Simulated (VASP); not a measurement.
# SiC (F-43m) in VASP: further runs, part 2 of 2

VASP 6.6.1. The steps go on from the part before.

## (3) Single point, LDA

Contents of INCAR:

```
SYSTEM = SiC
  PREC = Accurate
  ENCUT = 520
  EDIFF = 1E-6
  ISMEAR = 0
  SIGMA = 0.05
  LREAL = .False.
  LASPH = .True.
  NELM = 60
  ALGO = Normal
  ISIF = 2
  LWAVE = .False.
  LCHARG = .True.
  GGA = CA
  LELF = .True.
  LVHAR = .True.
  NBANDS = 11
```

Contents of KPOINTS:

```
regular mesh
0
Gamma
  12 12 12
  0 0 0
```

Contents of POSCAR:

```
SiC
1.0
    0.0000000000      2.1740000000      2.1740000000
    2.1740000000      0.0000000000      2.1740000000
    2.1740000000      2.1740000000      0.0000000000
Si C
1 1
Direct
    0.0000000000      0.0000000000      0.0000000000
    0.7500000000      0.7500000000      0.7500000000
```

Potentials or basis: VASP PAW LDA potentials, release 64 (Si, C).

Started as:

```
> cat potpaw_LDA.64/Si/POTCAR potpaw_LDA.64/C/POTCAR > POTCAR
> mpirun -np 1 vasp_std > vasp.out
```

OUTCAR:

```text
SYSTEM = SiC
   PREC = Accurate
   ENCUT = 520
   EDIFF = 1E-6
   ISMEAR = 0
   LREAL = .False.
   LASPH = .True.
   NELM = 60
   ISIF = 2
   GGA = CA

 ion  position               nearest neighbor table
   1  0.000  0.000  0.000-   2 1.88   2 1.88   2 1.88   2 1.88
   2  0.750  0.750  0.750-   1 1.88   1 1.88   1 1.88   1 1.88

  LATTYP: Found a face centered cubic cell.
 ALAT       =     4.3480000000

  Lattice vectors:

 A1 = (   0.0000000000,   2.1740000000,   2.1740000000)
 A2 = (   2.1740000000,   0.0000000000,   2.1740000000)
 A3 = (   2.1740000000,   2.1740000000,   0.0000000000)

Analysis of symmetry for initial positions (statically):
=====================================================================
 Subroutine PRICEL returns:
 Original cell was already a primitive cell.

 Routine SETGRP: Setting up the symmetry group for a
 face centered cubic supercell.

 Subroutine GETGRP returns: Found 24 space group operations
 (whereof 24 operations were pure point group operations)
 out of a pool of 48 trial point group operations.

The static configuration has the point symmetry T_d .

Analysis of symmetry for dynamics (positions and initial velocities):
=====================================================================
 Subroutine PRICEL returns:
 Original cell was already a primitive cell.

 Routine SETGRP: Setting up the symmetry group for a
 face centered cubic supercell.

 Subroutine GETGRP returns: Found 24 space group operations
 (whereof 24 operations were pure point group operations)
 out of a pool of 48 trial point group operations.

The dynamic configuration has the point symmetry T_d .

 Subroutine INISYM returns: Found 24 space group operations
 (whereof 24 operations are pure point group operations),
 and found     1 'primitive' translations

----------------------------------------------------------------------------------------

                                     Primitive cell

  volume of cell :      20.5498

  direct lattice vectors                    reciprocal lattice vectors
     0.000000000  2.174000000  2.174000000    -0.229990800  0.229990800  0.229990800
     2.174000000  0.000000000  2.174000000     0.229990800 -0.229990800  0.229990800
     2.174000000  2.174000000  0.000000000     0.229990800  0.229990800 -0.229990800

  length of vectors
     3.074500285  3.074500285  3.074500285     0.398355752  0.398355752  0.398355752

  position of ions in fractional coordinates (direct lattice)
     0.000000000  0.000000000  0.000000000
     0.750000000  0.750000000  0.750000000

  ion indices of the primitive-cell ions
   primitive index   ion index
                 1           1
                 2           2

----------------------------------------------------------------------------------------

 KPOINTS: regular mesh

Automatic generation of k-mesh.
 Grid dimensions read from file:
 generate k-points for:   12   12   12

 Generating k-lattice:

  Cartesian coordinates                     Fractional coordinates (reciprocal lattice)
    -0.019165900  0.019165900  0.019165900     0.083333333  0.000000000  0.000000000
     0.019165900 -0.019165900  0.019165900     0.000000000  0.083333333  0.000000000
     0.019165900  0.019165900 -0.019165900     0.000000000  0.000000000  0.083333333

  Length of vectors
     0.033196313  0.033196313  0.033196313

  Shift w.r.t. Gamma in fractional coordinates (k-lattice)
     0.000000000  0.000000000  0.000000000

 Subroutine IBZKPT returns following result:
 ===========================================

 Found     72 irreducible k-points:

 Following reciprocal coordinates:
            Coordinates               Weight
  0.000000  0.000000  0.000000      1.000000
  0.083333  0.000000  0.000000      8.000000
  0.166667  0.000000  0.000000      8.000000
  0.250000  0.000000  0.000000      8.000000
  0.333333  0.000000  0.000000      8.000000
  0.416667  0.000000  0.000000      8.000000
[... 16 lines left out ...]
  0.500000  0.166667  0.000000     24.000000
 -0.416667  0.166667  0.000000     24.000000
 [... further k-points ...]
   k-points           NKPTS =     72   k-points in BZ     NKDIM =     72   number of bands    NBANDS=     11
   number of dos      NEDOS =    301   number of ions     NIONS =      2
   total plane-waves  NPLWV =  13824
   dimension x,y,z NGX =    24 NGY =   24 NGZ =   24
   dimension x,y,z NGXF=    48 NGYF=   48 NGZF=   48
   ions per type =               1   1
   NGX,Y,Z   is equivalent  to a cutoff of  12.98, 12.98, 12.98 a.u.
   NGXF,Y,Z  is equivalent  to a cutoff of  25.95, 25.95, 25.95 a.u.
 SYSTEM =  SiC
   PREC   = accura    normal or accurate (medium, high low for compatibility)
   ISTART =      0    job   : 0-new  1-cont  2-samecut
   ICHARG =      2    charge: 1-file 2-atom 10-const
   ISPIN  =      1    spin polarized calculation?
   LNONCOLLINEAR =      F non collinear calculations
   LSORBIT =      F    spin-orbit coupling
   LASPH  =      T    aspherical Exc in radial PAW
   ENCUT  =  520.0 eV  38.22 Ry    6.18 a.u.   5.72  5.72  5.72*2*pi/ulx,y,z
   NELM   =     60;   NELMIN=  2; NELMDL= -5     # of ELM steps
   EDIFF  = 0.1E-05   stopping-criterion for ELM
   LREAL  =      F    real-space projection
   EDIFFG = 0.1E-04   stopping-criterion for IOM
   NSW    =      0    number of steps for IOM
   IBRION =     -1    ionic relax: 0-MD 1-quasi-New 2-CG
   NFREE  =      0    steps in history (QN), initial steepest desc. (CG)
   ISIF   =      2    stress and relaxation
   ISYM   =      2    0-nonsym 1-usesym 2-fastsym
   POTIM  = 0.5000    time-step for ionic-motion
   TEBEG  =    0.0;   TEEND  =   0.0 temperature during run
   PSTRESS=    0.0 pullay stress
   NELECT =       8.0000    total number of electrons
   NUPDOWN=      -1.0000    fix difference up-down
   EMIN   =  10.00;   EMAX   =-10.00  energy-range for DOS
   EFERMI =   0.00;   METHOD = LEGACY
   ISMEAR =     0;   SIGMA  =   0.05  broadening in eV -4-tet -1-fermi 0-gaus
   EFERMI_NEDOS =   21; number of points for ismear=-14 and -15
   IALGO  =     38    algorithm
   IMIX   =      4    mixing-type and parameters
     AMIX     =   0.40;   BMIX     =  1.00
     AMIX_MAG =   1.60;   BMIX_MAG =  1.00
  volume/ion in A,a.u.               =      10.27        69.34
  Fermi-wavevector in a.u.,A,eV,Ry     =   1.195369  2.258920 19.441458  1.428907
  Thomas-Fermi vector in A             =   2.331336
   LORBIT       =      0    0 simple, 1 ext, 2 COOP (PROOUT), +10 PAW based schemes
   GGA     = CA    functional components
   LHFCALC =     F    Hartree Fock is set to
   AEXX    =    0.0000 exact exchange contribution
   IVDW    =     0    specifies the selected vdW correction
   LEPSILON=     F    determine dielectric tensor
   LRPA    =     F    only Hartree local field effects (RPA)
 non-spin polarized calculation
 Gauss-broadening in eV      SIGMA  =   0.05
  energy-cutoff  :      520.00
  volume of cell :       20.55
 maximum number of plane-waves:       568
   NGX = 11   NGY = 11   NGZ = 11

 number of electron       8.0000001 magnetization

 Free energy of the ion-electron system (eV)
  ---------------------------------------------------
  ext. energy  EPLUGINS =         0.00000000
  ---------------------------------------------------
  free energy    TOTEN  =       -16.64093654 eV

  energy without entropy =      -16.64093654  energy(sigma->0) =      -16.64093654

 E-fermi :   8.4424     XC(G=0): -11.5860

 val. band max:        8.1400754778   @ k =   0.0000   0.0000   0.0000
 cond. band min:       9.4389327057   @ k =   0.5000   0.5000   0.0000
 fundamental gap:      1.2988572280
 Fermi energy:         8.4423921861

 k-point     1 :       0.0000    0.0000    0.0000
  band No.  band energies     occupation
      1      -7.2296      2.00000
      2       8.1401      2.00000
      3       8.1401      2.00000
      4       8.1401      2.00000
      5      14.5132      0.00000
      6      15.3793      0.00000
      7      15.3793      0.00000
      8      15.3793      0.00000
      9      22.6396      0.00000
     10      22.6396      0.00000
     11      24.4174      0.00000
[... 309 lines left out ...]
 k-point    24 :      -0.4167    0.1667    0.0000
  band No.  band energies     occupation
      1      -3.2596      2.00000
      2       0.0838      2.00000
      3       5.0435      2.00000
      4       6.6197      2.00000
      5      13.2223      0.00000
      6      15.8444      0.00000
      7      16.6139      0.00000
      8      19.2377      0.00000
      9      22.7027      0.00000
     10      23.4715      0.00000
     11      26.2186      0.00000

 [... further k-points ...]
[... 5 lines left out ...]
  --------------------------------------------------------------------------------------
  -------------------------------------------------------------------------------------
  Total       -0.3250942     -0.3250942     -0.3250942     -0.0000000      0.0000000     -0.0000000
  in kB      -25.3461020    -25.3461020    -25.3461020     -0.0000000      0.0000000     -0.0000000
  external PRESSURE =     -25.3461020 kB  Pullay stress =       0.0000000 kB

 VOLUME and BASIS-vectors are now :
 -----------------------------------------------------------------------------
  energy-cutoff  :      520.00
  volume of cell :       20.55
      direct lattice vectors                 reciprocal lattice vectors
     0.000000000  2.174000000  2.174000000    -0.229990800  0.229990800  0.229990800
     2.174000000  0.000000000  2.174000000     0.229990800 -0.229990800  0.229990800
     2.174000000  2.174000000  0.000000000     0.229990800  0.229990800 -0.229990800

 POSITION                                       TOTAL-FORCE (eV/Angst)
 -----------------------------------------------------------------------------------
      0.00000      0.00000      0.00000         0.000000      0.000000     -0.000000
      3.26100      3.26100      3.26100        -0.000000     -0.000000      0.000000
 -----------------------------------------------------------------------------------
    total drift:                               -0.000000     -0.000000     -0.000000

  FREE ENERGIE OF THE ION-ELECTRON SYSTEM (eV)
  ---------------------------------------------------
  free  energy   TOTEN  =       -16.6409365394 eV

  energy  without entropy=      -16.6409365394  energy(sigma->0) =      -16.64093654
```

OSZICAR:

```text
N       E                     dE             d eps       ncg     rms          rms(c)
DAV:   1     0.121879031214E+01    0.12188E+01   -0.39029E+03  1688   0.608E+02
DAV:   2    -0.181148964383E+02   -0.19334E+02   -0.18181E+02  1998   0.109E+02
DAV:   3    -0.186940089769E+02   -0.57911E+00   -0.57841E+00  1957   0.156E+01
DAV:   4    -0.186963065903E+02   -0.22976E-02   -0.22975E-02  1817   0.126E+00
DAV:   5    -0.186963182275E+02   -0.11637E-04   -0.11637E-04  1947   0.809E-02    0.914E+00
DAV:   6    -0.167319457552E+02    0.19644E+01   -0.72311E+00  1785   0.119E+01    0.403E+00
DAV:   7    -0.166619375585E+02    0.70008E-01   -0.39053E-01  1893   0.361E+00    0.180E+00
DAV:   8    -0.166413571956E+02    0.20580E-01   -0.26648E-02  1833   0.982E-01    0.181E-01
DAV:   9    -0.166409216848E+02    0.43551E-03   -0.20629E-03  1955   0.244E-01    0.982E-02
DAV:  10    -0.166409363467E+02   -0.14662E-04   -0.13190E-04  1788   0.710E-02    0.330E-02
DAV:  11    -0.166409365394E+02   -0.19265E-06   -0.41289E-06  1926   0.122E-02
   1 F= -.16640937E+02 E0= -.16640937E+02  d E =-.650011E-20
```

stdout:

```text
POSCAR found type information on POSCAR SiC
 POSCAR found :  2 types and       2 ions
 scaLAPACK will be used
 LDA part: xc-table for (Slater(with rela. corr.)+CA(PZ))
 , standard interpolation
 POSCAR, INCAR and KPOINTS ok, starting setup
 FFT: planning ... GRIDC
 FFT: planning ... GRID_SOFT
 FFT: planning ... GRID
 WAVECAR not read
 entering main loop
```

Run time: 8.9 s. Hardware: 1 thread of Intel Xeon Platinum 8259CL at 2.50GHz (Skylake/Cascade Lake), shared host; peak memory 0.13 GiB.

What came out:

* Free energy: -16.6409 eV
* Pressure: -2.5 GPa
* Band gap on the k mesh: 1.30 eV, indirect (least direct gap 4.51 eV)

## (4) Comparison with measurements

Step 2. A measured gap of SiC is 2.4 eV (indirect; quoted in “Insight into the structural, elastic and electronic properties of a new orthorhombic 6O-SiC polytype”, 2020, pmc:7200658); the calculated 1.30 eV misses it by -1.10 eV. The value is that of LDA on a finite k mesh, which can miss the band edges, without temperature or zero-point motion. Semilocal functionals fall short of measured gaps as a rule.

Step 3. Measured gap of SiC: 2.4 eV (indirect; quoted in “Insight into the structural, elastic and electronic properties of a new orthorhombic 6O-SiC polytype”, 2020, pmc:7200658). This calculation gives 1.30 eV (-1.10 eV). The value is that of LDA on a finite k mesh, which can miss the band edges, without temperature or zero-point motion. Semilocal functionals fall short of measured gaps as a rule.
